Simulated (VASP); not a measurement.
A run of VASP 6.6.1 is set up as follows.

INCAR

```
SYSTEM = Ir
  PREC = Accurate
  ENCUT = 500
  EDIFF = 1E-6
  ISMEAR = 0
  SIGMA = 0.1
  LREAL = .False.
  LASPH = .True.
  NELM = 120
  ALGO = Normal
  ISIF = 2
  LWAVE = .False.
  LCHARG = .True.
  GGA = PE
  LELF = .True.
  LVHAR = .True.
  NBANDS = 10
  GGA_COMPAT = .False.
```

File KPOINTS:

```
Automatic mesh
0
Gamma
  2 2 2
  0 0 0
```

POSCAR

```
Ir
1.0
    0.0000000000      1.9269646676      1.9269646676
    1.9269646676      0.0000000000      1.9269646676
    1.9269646676      1.9269646676      0.0000000000
Ir
1
Direct
    0.0000000000      0.0000000000      0.0000000000
```

Potentials or basis: VASP PAW PBE potentials, release 64 (Ir).

The run is started by

```sh
$ cat potpaw_PBE.64/Ir/POTCAR > POTCAR
$ mpirun -np 1 vasp_std > vasp.out
```

Task: Estimate the pressure.

Result: 81.5 GPa.

Caveat: the k points lie up to 1.41 Å⁻¹ apart.
